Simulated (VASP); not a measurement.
# N in VASP: a series of runs, part 2 of 2

VASP 6.6.1. Earlier steps stand in the parts before.

## 4. Single point, PBE+D3(BJ)

The input, INCAR:

```
ALGO = Normal ; EDIFF = 1E-6
ENCUT = 1000 ; GGA = PE
GGA_COMPAT = F ; ISIF = 2
ISMEAR = -1 ; IVDW = 12
LASPH = T ; LCHARG = F
LREAL = Auto ; LWAVE = F
NBANDS = 78 ; NELM = 120
PREC = Accurate ; SIGMA = 0.05
```

The input, KPOINTS:

```
k-points
0
Gamma
  1 1 1
```

The input, POSCAR:

```
N
1.0
    8.8620950000      0.0000000000      0.0000000000
    0.0000000000      8.8620950000      0.0000000000
    0.0000000000      0.0000000000      8.8620950000
N
24
Direct
    0.2304421246      0.2972773368      0.2632108999
    0.2396160276      0.3807339010      0.1691022270
   -0.2099729240      1.0309074773      0.2636622604
   -0.2093523033      0.9182253181      0.2184923542
    0.8089396469      0.5399513320      0.4497694958
    0.6940232530      0.5266474801      0.4073528889
    0.0953386304      0.8203590686      0.4568558563
    0.1742815892      0.8975530052      0.5122152268
    0.7430522918      0.9236077925      0.8975868573
    0.7143006253      0.8062427677      0.8713515258
    0.4291536031      0.8720511346      0.2101083322
    0.3576693773      0.7728420876      0.2242133491
    0.6916310421      0.1783664021      0.7191866032
    0.7549907781      0.2839622008      0.7187578107
    0.9421474268      0.4430103717      1.0031600880
    0.8621663388      0.5387552266      0.9848799861
    0.5437766126      0.1940963170      0.0199388519
    0.5499602521      0.2179507216      0.1422688428
    0.5152957625     -0.1629524396      0.5545641296
    0.6075312892     -0.0934654842      0.5094393594
    0.4617982543      0.6063013317      0.8419679545
    0.4511799975      0.5491365191      0.7270741286
    0.1065210878      0.9492563553      0.9958141952
    0.1582921420      1.0421012187      1.0611260656
```

Potentials or basis: VASP PAW PBE potentials, release 64 (N_h).

Command:

```bash
> cat potpaw_PBE.64/N_h/POTCAR > POTCAR
> mpirun -np 1 vasp_gam > vasp.out
```

OUTCAR:

```text
EDIFF = 1E-6
   ENCUT = 1000
   GGA = PE
   ISIF = 2
   ISMEAR = -1
   IVDW = 12
   LASPH = T
   LREAL = Auto
   NELM = 120
   PREC = Accurate
 IVDW          = 12

 ion  position               nearest neighbor table
   1  0.230  0.297  0.263-   2 1.12
   2  0.240  0.381  0.169-   1 1.12
   3  0.790  0.031  0.264-   4 1.08
   4  0.791  0.918  0.218-   3 1.08
   5  0.809  0.540  0.450-   6 1.09
   6  0.694  0.527  0.407-   5 1.09
[... 16 lines left out ...]
  23  0.107  0.949  0.996-  24 1.11
  24  0.158  0.042  0.061-  23 1.11

  LATTYP: Found a simple cubic cell.
 ALAT       =     8.8620950000

  Lattice vectors:

 A1 = (   8.8620950000,   0.0000000000,   0.0000000000)
 A2 = (   0.0000000000,   8.8620950000,   0.0000000000)
 A3 = (   0.0000000000,   0.0000000000,   8.8620950000)

Analysis of symmetry for initial positions (statically):
=====================================================================
 Subroutine PRICEL returns:
 Original cell was already a primitive cell.

 Routine SETGRP: Setting up the symmetry group for a
 simple cubic supercell.

 Subroutine GETGRP returns: Found  1 space group operations
 (whereof  1 operations were pure point group operations)
 out of a pool of 48 trial point group operations.

The static configuration has the point symmetry C_1 .

Analysis of symmetry for dynamics (positions and initial velocities):
=====================================================================
 Subroutine PRICEL returns:
 Original cell was already a primitive cell.

 Routine SETGRP: Setting up the symmetry group for a
 simple cubic supercell.

 Subroutine GETGRP returns: Found  1 space group operations
 (whereof  1 operations were pure point group operations)
 out of a pool of 48 trial point group operations.

The dynamic configuration has the point symmetry C_1 .

 Subroutine INISYM returns: Found  1 space group operations
 (whereof  1 operations are pure point group operations),
 and found     1 'primitive' translations

----------------------------------------------------------------------------------------

                                     Primitive cell

  volume of cell :     695.9999

  direct lattice vectors                    reciprocal lattice vectors
     8.862095000  0.000000000  0.000000000     0.112840135  0.000000000  0.000000000
     0.000000000  8.862095000  0.000000000     0.000000000  0.112840135  0.000000000
     0.000000000  0.000000000  8.862095000     0.000000000  0.000000000  0.112840135

  length of vectors
     8.862095000  8.862095000  8.862095000     0.112840135  0.112840135  0.112840135

  position of ions in fractional coordinates (direct lattice)
     0.230442125  0.297277337  0.263210900
     0.239616028  0.380733901  0.169102227
     0.790027076  0.030907477  0.263662260
     0.790647697  0.918225318  0.218492354
     0.808939647  0.539951332  0.449769496
     0.694023253  0.526647480  0.407352889
[... 16 lines left out ...]
     0.106521088  0.949256355  0.995814195
     0.158292142  0.042101219  0.061126066

  ion indices of the primitive-cell ions
   primitive index   ion index
                 1           1
                 2           2
                 3           3
                 4           4
                 5           5
                 6           6
[... 16 lines left out ...]
                23          23
                24          24

----------------------------------------------------------------------------------------

 KPOINTS: k-points

Automatic generation of k-mesh.
 Grid dimensions read from file:
 generate k-points for:    1    1    1

 Generating k-lattice:

  Cartesian coordinates                     Fractional coordinates (reciprocal lattice)
     0.112840135  0.000000000  0.000000000     1.000000000  0.000000000  0.000000000
     0.000000000  0.112840135  0.000000000     0.000000000  1.000000000  0.000000000
     0.000000000  0.000000000  0.112840135     0.000000000  0.000000000  1.000000000

  Length of vectors
     0.112840135  0.112840135  0.112840135

  Shift w.r.t. Gamma in fractional coordinates (k-lattice)
     0.000000000  0.000000000  0.000000000

 Subroutine IBZKPT returns following result:
 ===========================================

 Found      1 irreducible k-points:

 Following reciprocal coordinates:
            Coordinates               Weight
  0.000000  0.000000  0.000000      1.000000
   k-points           NKPTS =      1   k-points in BZ     NKDIM =      1   number of bands    NBANDS=     78
   number of dos      NEDOS =    301   number of ions     NIONS =     24
   total plane-waves  NPLWV = 884736
   dimension x,y,z NGX =    96 NGY =   96 NGZ =   96
   dimension x,y,z NGXF=   192 NGYF=  192 NGZF=  192
   ions per type =              24
   NGX,Y,Z   is equivalent  to a cutoff of  18.01, 18.01, 18.01 a.u.
   NGXF,Y,Z  is equivalent  to a cutoff of  36.02, 36.02, 36.02 a.u.
 SYSTEM =  unknown system
   PREC   = accura    normal or accurate (medium, high low for compatibility)
   ISTART =      0    job   : 0-new  1-cont  2-samecut
   ICHARG =      2    charge: 1-file 2-atom 10-const
   ISPIN  =      1    spin polarized calculation?
   LNONCOLLINEAR =      F non collinear calculations
   LSORBIT =      F    spin-orbit coupling
   LASPH  =      T    aspherical Exc in radial PAW
   ENCUT  = 1000.0 eV  73.50 Ry    8.57 a.u.  22.85 22.85 22.85*2*pi/ulx,y,z
   NELM   =    120;   NELMIN=  2; NELMDL= -5     # of ELM steps
   EDIFF  = 0.1E-05   stopping-criterion for ELM
   LREAL  =      T    real-space projection
   EDIFFG = 0.1E-04   stopping-criterion for IOM
   NSW    =      0    number of steps for IOM
[... 5 lines left out ...]
   TEBEG  =    0.0;   TEEND  =   0.0 temperature during run
   PSTRESS=    0.0 pullay stress
   NELECT =     120.0000    total number of electrons
   NUPDOWN=      -1.0000    fix difference up-down
   EMIN   =  10.00;   EMAX   =-10.00  energy-range for DOS
   EFERMI =   0.00;   METHOD = LEGACY
   ISMEAR =    -1;   SIGMA  =   0.05  broadening in eV -4-tet -1-fermi 0-gaus
   EFERMI_NEDOS =   21; number of points for ismear=-14 and -15
   IALGO  =     38    algorithm
   IMIX   =      4    mixing-type and parameters
     AMIX     =   0.40;   BMIX     =  1.00
     AMIX_MAG =   1.60;   BMIX_MAG =  1.00
  volume/ion in A,a.u.               =      29.00       195.70
  Fermi-wavevector in a.u.,A,eV,Ry     =   0.911169  1.721859 11.295946  0.830229
  Thomas-Fermi vector in A             =   2.035417
   LORBIT       =      0    0 simple, 1 ext, 2 COOP (PROOUT), +10 PAW based schemes
   GGA     = PE    functional components
   LHFCALC =     F    Hartree Fock is set to
   AEXX    =    0.0000 exact exchange contribution
   IVDW    =    12    specifies the selected vdW correction
   LEPSILON=     F    determine dielectric tensor
   LRPA    =     F    only Hartree local field effects (RPA)
 non-spin polarized calculation
  energy-cutoff  :     1000.00
  volume of cell :      696.00
 maximum number of plane-waves:     25031
 NGX is ok and might be reduce to    90
   NGX = 45   NGY = 45   NGZ = 45

 number of electron     120.0000000 magnetization

 Free energy of the ion-electron system (eV)
  ---------------------------------------------------
  ext. energy  EPLUGINS =         0.00000000
  ---------------------------------------------------
  free energy    TOTEN  =      -201.16081662 eV

  energy without entropy =     -201.16081662  energy(sigma->0) =     -201.16081662

 E-fermi :  -5.5781     XC(G=0):  -5.4566

 val. band max:       -6.7920089387   @ k =   0.0000   0.0000   0.0000
 cond. band min:       0.3815726275   @ k =   0.0000   0.0000   0.0000
 fundamental gap:      7.1735815663
 Fermi energy:        -5.5780553984

 k-point     1 :       0.0000    0.0000    0.0000
  band No.  band energies     occupation
      1     -25.6465      2.00000
      2     -25.5596      2.00000
      3     -25.4069      2.00000
      4     -25.3840      2.00000
      5     -25.3632      2.00000
      6     -25.3598      2.00000
[... 64 lines left out ...]
     71       0.8770      0.00000
     72       0.9406      0.00000
 [bands above 72 left out]

------------------------ aborting loop because EDIFF is reached ----------------------------------------

 Edisp (eV)   -1.05161

 E8    (eV) :    -0.2556

  FORCE on cell =-STRESS in cart. coord.  units (eV):
  Direction    XX          YY          ZZ          XY          YZ          ZX
  --------------------------------------------------------------------------------------
  -------------------------------------------------------------------------------------
  Total       4.19897     5.83135    -2.95981     3.15751     0.43417     0.29607
  in kB       9.66595    13.42364    -6.81341     7.26852     0.99944     0.68155
  external pressure =        5.43 kB  Pullay stress =        0.00 kB

 VOLUME and BASIS-vectors are now :
 -----------------------------------------------------------------------------
  energy-cutoff  :     1000.00
  volume of cell :      696.00
      direct lattice vectors                 reciprocal lattice vectors
     8.862095000  0.000000000  0.000000000     0.112840135  0.000000000  0.000000000
     0.000000000  8.862095000  0.000000000     0.000000000  0.112840135  0.000000000
     0.000000000  0.000000000  8.862095000     0.000000000  0.000000000  0.112840135

 POSITION                                       TOTAL-FORCE (eV/Angst)
 -----------------------------------------------------------------------------------
      2.04220      2.63450      2.33260         0.107959      1.497750     -1.456145
      2.12350      3.37410      1.49860        -0.133727     -1.301043      1.634346
      7.00130      0.27391      2.33660         0.176950      3.825329      1.503577
      7.00679      8.13740      1.93630         0.103515     -3.832626     -1.440979
      7.16890      4.78510      3.98590         1.482270      0.161073      0.533932
      6.15050      4.66720      3.61000        -1.475844     -0.166765     -0.579671
[... 16 lines left out ...]
      0.94400      8.41240      8.82500         0.169785      0.346083      0.192121
      1.40280      0.37310      0.54171        -0.262715     -0.440947     -0.367712
 -----------------------------------------------------------------------------------
    total drift:                               -0.000900      0.011754      0.000394

  FREE ENERGIE OF THE ION-ELECTRON SYSTEM (eV)
  ---------------------------------------------------
  free  energy   TOTEN  =      -202.2124290746 eV

  energy  without entropy=     -202.2124290745  energy(sigma->0) =     -202.21242907
```

It took 2.6 min on 1 thread of AMD EPYC 9R45 (Zen 5), shared host; peak memory 1.3 GiB.

What came out:

```
Free energy                : -202.2124 eV
Pressure                   : 0.5 GPa
Largest force              : 4.833 eV/Å
Dispersion energy per atom : -0.044 eV
```

Forces in eV/Å, atoms in the order of the input:
```
N    0.108  1.498 -1.456
N   -0.134 -1.301  1.634
N    0.177  3.825  1.504
N    0.104 -3.833 -1.441
N    1.482  0.161  0.534
N   -1.476 -0.167 -0.580
N   -0.791 -0.715 -0.496
N    0.666  0.756  0.571
N    0.296  0.763  0.265
N   -0.207 -0.722 -0.351
N    0.970  1.271 -0.280
N   -0.916 -1.423  0.121
N   -0.853 -1.246 -0.206
N    0.865  1.402 -0.023
N   -1.318  1.503 -0.318
N    1.350 -1.629  0.400
N   -0.061  0.138  0.553
N    0.010 -0.025 -0.534
N   -0.324 -0.199  0.180
N    0.305  0.230  0.019
N   -0.545 -2.245 -4.245
N    0.384  2.051  4.325
N    0.170  0.346  0.192
N   -0.263 -0.441 -0.368
```

Caveat: the k points lie up to 0.71 Å⁻¹ apart.

## 5. Summary

```tsv
cell	pressure (GPa)	largest force (eV/Å)
as given, atomic positions A	-0.8	5.75
as given, atomic positions B	0.1	3.97
as given, atomic positions C	0.5	4.83
```

Alike in all rows: task single point; level PBE+D3(BJ); potentials or basis VASP PAW PBE potentials, release 64 (N_h); no spin polarisation; k mesh 1 × 1 × 1; cutoff (eV) 1000; smearing fermi-dirac 0.05 eV.

Caveats: all runs use coarse meshes; the atoms stand as in a frame of molecular dynamics (at least some runs).

Absolute energies hang on the potentials; compare differences alone.
